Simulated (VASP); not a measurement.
# B8P7C (a cell with a defect) in VASP: a series of runs

The runs below take B8P7C (a cell with a defect) through single point, with PBEsol.

All numbers are computed with VASP 6.6.1; they aren't measurements. Logs are shortened: lines on timing, memory, paths and dates and some standing lists are left out, and cuts for length are marked.

## 1. The cell of the first run

The cell holds a defect, 16 atoms: a = 6.393 Å, b = 6.393 Å, c = 6.393 Å, α = 60.00°, β = 60.00°, γ = 60.00°.

## 2. Single point, PBEsol

The input, INCAR:

```
ALGO     = Normal         # electronic algorithm
EDIFF    = 1E-6           # SCF threshold, eV
ENCUT    = 520            # plane-wave cutoff, eV
GGA      = PS             # functional
GGA_COMPAT= False        
ISIF     = 2              # what is computed and relaxed
ISMEAR   = -1             # smearing method
ISYM     = -1           
LASPH    = True           # aspherical terms in the spheres
LCHARG   = False          # write CHGCAR
LREAL    = Auto         
LWAVE    = False          # write WAVECAR
NBANDS   = 46             # bands
NELECT   = 64.0         
NELM     = 120            # most SCF steps
PREC     = Accurate       # precision mode
SIGMA    = 0.05           # smearing width, eV
```

The input, KPOINTS:

```
explicit points
4
Reciprocal
  0.25000000   0.25000000   0.25000000 2
  0.25000000   0.25000000   0.75000000 2
  0.25000000   0.75000000   0.25000000 2
  0.25000000   0.75000000   0.75000000 2
```

The input, POSCAR:

```
B8P7C
1.0
    0.0000000000      4.5201890000      4.5201890000
    4.5201890000      0.0000000000      4.5201890000
    4.5201890000      4.5201890000      0.0000000000
B P C
8 7 1
Direct
    0.0127790000      0.9890330000      0.0026870000
    0.5017460000      0.4855420000      0.5102520000
    0.9928590000      0.0030990000      0.5032400000
    0.5138450000      0.5041030000      0.9891040000
    0.9993780000      0.5064910000      0.9882110000
    0.4900720000      0.0039300000      0.4975310000
    0.5017340000      0.0040970000      0.9988010000
    0.0068280000      0.4909870000      0.4987530000
    0.1351120000      0.1166850000      0.1179070000
    0.1099340000      0.1289970000      0.6266500000
    0.6354510000      0.6231870000      0.1210380000
    0.1198240000      0.6292660000      0.1322940000
    0.6167270000      0.1379630000      0.6116760000
    0.6387530000      0.1138610000      0.1052680000
    0.1344150000      0.6183000000      0.6287830000
    0.6245600000      0.6204510000      0.6430620000
```

Potentials or basis: VASP PAW PBE potentials, release 64 (B, P, C).

Launch:

```
$ cat potpaw_PBE.64/B/POTCAR potpaw_PBE.64/P/POTCAR potpaw_PBE.64/C/POTCAR > POTCAR
$ mpirun -np 1 vasp_std > vasp.out
```

OUTCAR:

```text
EDIFF = 1E-6
   ENCUT = 520
   GGA = PS
   ISIF = 2
   ISMEAR = -1
   ISYM = -1
   LASPH = True
   LREAL = Auto
   NELECT = 64.0
   NELM = 120
   PREC = Accurate

 ion  position               nearest neighbor table
   1  0.013  0.989  0.003-  12 1.88   9 1.91  14 1.96  10 1.97
   2  0.502  0.486  0.510-  13 1.82  15 1.92  11 2.03  16 2.04
   3  0.993  0.003  0.503-  10 1.91  13 1.97  15 2.01   9 2.01
   4  0.514  0.504  0.989-  16 1.81  11 1.95  14 2.04  12 2.06
   5  0.999  0.506  0.988-  15 1.88  11 1.90  12 2.02   9 2.03
   6  0.490  0.004  0.498-  13 1.96  10 1.98  16 2.01  14 2.05
[... 8 lines left out ...]
  15  0.134  0.618  0.629-   5 1.88   2 1.92   8 2.01   3 2.01
  16  0.625  0.620  0.643-   4 1.81   8 2.00   6 2.01   2 2.04

IMPORTANT INFORMATION: All symmetrisations will be switched off!
NOSYMM: (Re-)initialisation of all symmetry stuff for point group C_1.

----------------------------------------------------------------------------------------

                                     Primitive cell

  volume of cell :     184.7140

  direct lattice vectors                    reciprocal lattice vectors
     0.000000000  4.520189000  4.520189000    -0.110614844  0.110614844  0.110614844
     4.520189000  0.000000000  4.520189000     0.110614844 -0.110614844  0.110614844
     4.520189000  4.520189000  0.000000000     0.110614844  0.110614844 -0.110614844

  length of vectors
     6.392512588  6.392512588  6.392512588     0.191590529  0.191590529  0.191590529

  position of ions in fractional coordinates (direct lattice)
     0.012779000  0.989033000  0.002687000
     0.501746000  0.485542000  0.510252000
     0.992859000  0.003099000  0.503240000
     0.513845000  0.504103000  0.989104000
     0.999378000  0.506491000  0.988211000
     0.490072000  0.003930000  0.497531000
[... 8 lines left out ...]
     0.134415000  0.618300000  0.628783000
     0.624560000  0.620451000  0.643062000

  ion indices of the primitive-cell ions
   primitive index   ion index
                 1           1
                 2           2
                 3           3
                 4           4
                 5           5
                 6           6
[... 8 lines left out ...]
                15          15
                16          16

----------------------------------------------------------------------------------------

 KPOINTS: explicit points

Read explicit list of k-points.

 Found      4 k-points:
[... 28 lines left out ...]
   NSW    =      0    number of steps for IOM
   IBRION =     -1    ionic relax: 0-MD 1-quasi-New 2-CG
   NFREE  =      0    steps in history (QN), initial steepest desc. (CG)
   ISIF   =      2    stress and relaxation
   ISYM   =     -1    0-nonsym 1-usesym 2-fastsym
   POTIM  = 0.5000    time-step for ionic-motion
   TEBEG  =    0.0;   TEEND  =   0.0 temperature during run
   PSTRESS=    0.0 pullay stress
   NELECT =      64.0000    total number of electrons
   NUPDOWN=      -1.0000    fix difference up-down
   EMIN   =  10.00;   EMAX   =-10.00  energy-range for DOS
   EFERMI =   0.00;   METHOD = LEGACY
   ISMEAR =    -1;   SIGMA  =   0.05  broadening in eV -4-tet -1-fermi 0-gaus
   EFERMI_NEDOS =   21; number of points for ismear=-14 and -15
   IALGO  =     38    algorithm
   IMIX   =      4    mixing-type and parameters
     AMIX     =   0.40;   BMIX     =  1.00
     AMIX_MAG =   1.60;   BMIX_MAG =  1.00
  volume/ion in A,a.u.               =      11.54        77.91
  Fermi-wavevector in a.u.,A,eV,Ry     =   1.149833  2.172870 17.988490  1.322117
  Thomas-Fermi vector in A             =   2.286501
   LORBIT       =      0    0 simple, 1 ext, 2 COOP (PROOUT), +10 PAW based schemes
   GGA     = PS    functional components
   LHFCALC =     F    Hartree Fock is set to
   AEXX    =    0.0000 exact exchange contribution
   IVDW    =     0    specifies the selected vdW correction
   LEPSILON=     F    determine dielectric tensor
   LRPA    =     F    only Hartree local field effects (RPA)
 non-spin polarized calculation
  energy-cutoff  :      520.00
  volume of cell :      184.71
 maximum number of plane-waves:      4977
 NGX is ok and might be reduce to    48
   NGX = 23   NGY = 23   NGZ = 23

 number of electron      63.9999999 magnetization

 Free energy of the ion-electron system (eV)
  ---------------------------------------------------
  ext. energy  EPLUGINS =         0.00000000
  ---------------------------------------------------
  free energy    TOTEN  =      -101.56225995 eV

  energy without entropy =     -101.56225906  energy(sigma->0) =     -101.56225951

 E-fermi :   7.6724     XC(G=0): -11.0363

 val. band max:        6.9905873305   @ k =   0.2500   0.2500   0.2500
 cond. band min:       8.3584337369   @ k =   0.2500   0.2500   0.2500
 fundamental gap:      1.3678464064
 Fermi energy:         7.6724305097

 k-point     1 :       0.2500    0.2500    0.2500
  band No.  band energies     occupation
      1      -8.3663      2.00000
      2      -6.2989      2.00000
      3      -5.3438      2.00000
      4      -5.2840      2.00000
      5      -5.0961      2.00000
      6      -4.3564      2.00000
[... 177 lines left out ...]
     43      12.1857      0.00000
     44      12.3080      0.00000
 [bands above 44 left out]

------------------------ aborting loop because EDIFF is reached ----------------------------------------

  FORCE on cell =-STRESS in cart. coord.  units (eV):
  Direction    XX          YY          ZZ          XY          YZ          ZX
  --------------------------------------------------------------------------------------
  -------------------------------------------------------------------------------------
  Total        3.4494502      3.2992317      4.1037404     -2.7921477     -1.0413905      0.2370472
  in kB       29.9199376     28.6169678     35.5951384    -24.2186088     -9.0328417      2.0561070
  external PRESSURE =      31.3773479 kB  Pullay stress =       0.0000000 kB

 VOLUME and BASIS-vectors are now :
 -----------------------------------------------------------------------------
  energy-cutoff  :      520.00
  volume of cell :      184.71
      direct lattice vectors                 reciprocal lattice vectors
     0.000000000  4.520189000  4.520189000    -0.110614844  0.110614844  0.110614844
     4.520189000  0.000000000  4.520189000     0.110614844 -0.110614844  0.110614844
     4.520189000  4.520189000  0.000000000     0.110614844  0.110614844 -0.110614844

 POSITION                                       TOTAL-FORCE (eV/Angst)
 -----------------------------------------------------------------------------------
      4.48276      0.06991      4.52838         0.076356     -1.450685     -0.109015
      4.50118      4.57442      4.46273         2.213402      0.021646      3.529370
      2.28875      6.76265      4.50192        -1.049561     -0.280210     -0.202406
      6.74958      6.79361      4.60132        -1.690092     -1.830486      0.449401
      6.75634      8.98428      6.80681         0.180459      1.786037     -0.291094
      2.26670      4.46415      2.23298        -2.038807      1.426286     -1.249941
[... 8 lines left out ...]
      5.63705      3.44980      3.40241        -0.391946     -1.567246      0.209295
      5.71132      5.72989      5.62769        -0.295517     -0.517124      0.311559
 -----------------------------------------------------------------------------------
    total drift:                               -0.000046     -0.002874     -0.002116

  FREE ENERGIE OF THE ION-ELECTRON SYSTEM (eV)
  ---------------------------------------------------
  free  energy   TOTEN  =      -101.5622599536 eV

  energy  without entropy=     -101.5622590606  energy(sigma->0) =     -101.56225951
```

OSZICAR:

```text
N       E                     dE             d eps       ncg     rms          rms(c)
DAV:   1     0.191344779971E+03    0.19134E+03   -0.28513E+04   368   0.125E+03
DAV:   2    -0.914735981109E+02   -0.28282E+03   -0.26461E+03   468   0.209E+02
DAV:   3    -0.107132573315E+03   -0.15659E+02   -0.15471E+02   472   0.477E+01
DAV:   4    -0.107426909814E+03   -0.29434E+00   -0.29248E+00   488   0.706E+00
DAV:   5    -0.107434285485E+03   -0.73757E-02   -0.73595E-02   442   0.101E+00    0.193E+01
DAV:   6    -0.102406078532E+03    0.50282E+01   -0.77892E+00   456   0.996E+00    0.111E+01
DAV:   7    -0.101623671269E+03    0.78241E+00   -0.31412E+00   464   0.615E+00    0.292E+00
DAV:   8    -0.101564257959E+03    0.59413E-01   -0.25425E-01   466   0.206E+00    0.104E+00
DAV:   9    -0.101561565000E+03    0.26930E-02   -0.26236E-02   472   0.666E-01    0.426E-01
DAV:  10    -0.101562186057E+03   -0.62106E-03   -0.21801E-03   490   0.185E-01    0.135E-01
DAV:  11    -0.101562247825E+03   -0.61768E-04   -0.38561E-04   472   0.719E-02    0.369E-02
DAV:  12    -0.101562253830E+03   -0.60053E-05   -0.57332E-05   520   0.316E-02    0.237E-02
DAV:  13    -0.101562259200E+03   -0.53696E-05   -0.93517E-06   416   0.131E-02    0.113E-02
DAV:  14    -0.101562259954E+03   -0.75382E-06   -0.45873E-06   408   0.838E-03
   1 F= -.10156226E+03 E0= -.10156226E+03  d E =-.892951E-06
```

Wall time 1.7 min (1 thread of AMD EPYC 7R43 (Zen 3), shared host); peak memory 0.29 GiB.

What came out:

```
Free energy   : -101.5623 eV
Largest force : 4.166 eV/Å
```

Forces on the atoms (eV/Å):
```
B    0.076 -1.451 -0.109
B    2.213  0.022  3.529
B   -1.050 -0.280 -0.202
B   -1.690 -1.830  0.449
B    0.180  1.786 -0.291
B   -2.039  1.426 -1.250
B   -1.908 -0.664 -0.405
B    3.126 -1.586 -1.286
P    1.939 -0.037  0.188
P   -0.930  1.310  0.925
P    0.768 -0.308 -1.040
P   -2.212  0.983  0.029
P   -1.113  1.635 -1.646
P    3.327  1.078  0.588
P   -0.392 -1.567  0.209
C   -0.296 -0.517  0.312
```

Levels at points of the mesh, in eV from the Fermi level:
| k point | band 28 | band 29 | band 30 | band 31 | band 32 | band 33 | band 34 | band 35 | band 36 | band 37 |
| --- | --- | --- | --- | --- | --- | --- | --- | --- | --- | --- |
| (0.25, 0.25, 0.25) | -2.28 | -2.11 | -1.90 | -0.92 | -0.68 | 0.69 | 0.80 | 0.98 | 2.09 | 2.31 |

Caveat: the cell carries a net charge on a neutralising background, which shifts energy and pressure; the cell is charged against a uniform background, so pressure and absolute levels hang on convention; the PAW data sets were made with another functional, which shifts forces and pressure a little.

## 3. Single point, PBEsol

The input, INCAR:

```
SYSTEM = B8P7C
PREC = Accurate
ENCUT = 520
EDIFF = 1E-6
ISMEAR = -1
SIGMA = 0.05
LREAL = Auto
LASPH = .True.
NELM = 120
ALGO = Normal
ISIF = 2
LWAVE = .False.
LCHARG = .False.
GGA = PS
NBANDS = 46
GGA_COMPAT = .False.
ISYM = -1
```

KPOINTS is that of step 2.

POSCAR is that of step 2.

Potentials or basis: VASP PAW PBE potentials, release 64 (B, P, C).

Launch:

```
$ cat potpaw_PBE.64/B/POTCAR potpaw_PBE.64/P/POTCAR potpaw_PBE.64/C/POTCAR > POTCAR
$ mpirun -np 1 vasp_std > vasp.out
```

Wall time 1.9 min (1 thread of AMD EPYC 7R43 (Zen 3), shared host); peak memory 0.29 GiB.

Results (log left out):

```yaml
Free_energy: -108.3578 eV
Pressure: -6.2 GPa
Largest_force: 4.353 eV/Å
Band_gap_on_the_k_mesh: zero (an odd number of electrons rules out a gap without spin polarisation)
```

Forces in eV/Å, atoms in the order of the input:
```
B    0.233 -1.153  0.143
B    2.499  0.183  3.560
B   -0.899 -0.177 -0.190
B   -1.412 -1.532  0.816
B    0.343  1.939 -0.296
B   -1.681  1.537 -0.783
B   -1.591 -0.544 -0.493
B    2.864 -1.122 -0.643
P    1.749 -0.148  0.225
P   -0.904  0.992  0.313
P    0.556 -0.369 -0.901
P   -2.160  0.426 -0.339
P   -1.393  1.630 -1.530
P    2.777  0.875  0.370
P   -0.388 -1.690  0.186
C   -0.594 -0.847 -0.437
```

Stress tensor (GPa, compression positive):
```
-6.20 -1.39  1.47
-1.39 -6.57  0.60
 1.47  0.60 -5.93
```

Levels at points of the mesh, in eV from the Fermi level:
| k point | band 29 | band 30 | band 31 | band 32 | band 33 | band 34 | band 35 | band 36 |
| --- | --- | --- | --- | --- | --- | --- | --- | --- |
| (0.25, 0.25, 0.25) | -0.86 | -0.70 | 0.25 | 0.42 | 1.99 | 2.16 | 2.33 | 3.42 |

Caveat: the PAW data sets were made with another functional, which shifts forces and pressure a little.

## 4. Single point, PBEsol, collinear spin

The input, INCAR:

```
ALGO = Normal ; EDIFF = 1E-6
ENCUT = 520 ; GGA = PS
GGA_COMPAT = F ; ISIF = 2
ISMEAR = -1 ; ISPIN = 2
ISYM = -1 ; LASPH = T
LCHARG = F ; LORBIT = 11
LREAL = Auto ; LWAVE = F
MAGMOM = 0.25 0.25 0.25 0.25 0.25 0.25 0.25 0.25 0.25 0.25 0.25 0.25 0.25 0.25 0.25 0.25 ; NBANDS = 50
NELECT = 64.0 ; NELM = 200
PREC = Accurate ; SIGMA = 0.05
```

KPOINTS is that of step 3.

POSCAR is that of step 3.

Launch:

```
$ cat potpaw_PBE.64/B/POTCAR potpaw_PBE.64/P/POTCAR potpaw_PBE.64/C/POTCAR > POTCAR
$ mpirun -np 1 vasp_std > vasp.out
```

Run time: 4.4 min. Hardware: 1 thread of AMD EPYC 7R43 (Zen 3), shared host; peak memory 0.36 GiB.

Results (log left out):

```yaml
Free_energy: -101.5623 eV
Largest_force: 4.166 eV/Å
Net_moment: 0.00 μB per cell
Valence_electrons_inside_the_program's_atomic_spheres: B 2.03, 1.92, 1.94, 1.83, 1.98, 1.80, 2.01, 1.89; P 2.58, 2.61, 2.59, 2.60 (each value once); C 2.17
```

Forces in eV/Å, atoms in the order of the input:
```
B    0.076 -1.451 -0.109
B    2.213  0.021  3.529
B   -1.050 -0.280 -0.202
B   -1.690 -1.830  0.449
B    0.180  1.786 -0.291
B   -2.039  1.426 -1.250
B   -1.908 -0.664 -0.405
B    3.126 -1.585 -1.286
P    1.939 -0.037  0.188
P   -0.931  1.310  0.925
P    0.768 -0.308 -1.040
P   -2.212  0.983  0.029
P   -1.113  1.635 -1.646
P    3.327  1.078  0.588
P   -0.392 -1.567  0.209
C   -0.295 -0.517  0.312
```

Levels at points of the mesh, in eV from the Fermi level:
Spin up:
```
           k point  band 28  band 29  band 30  band 31  band 32  band 33  band 34  band 35  band 36  band 37
(0.25, 0.25, 0.25)    -2.28    -2.11    -1.90    -0.92    -0.68     0.69     0.80     0.98     2.09     2.31
```
Spin down:
```
           k point  band 30  band 31  band 32  band 33  band 34  band 35
(0.25, 0.25, 0.25)    -1.90    -0.92    -0.68     0.69     0.80     0.98
```

Caveat: the cell carries a net charge on a neutralising background, which shifts energy and pressure; the cell is charged against a uniform background, so pressure and absolute levels hang on convention; the PAW data sets were made with another functional, which shifts forces and pressure a little.

The gap in the log of VASP goes by the Fermi energy; the results here count the filled bands.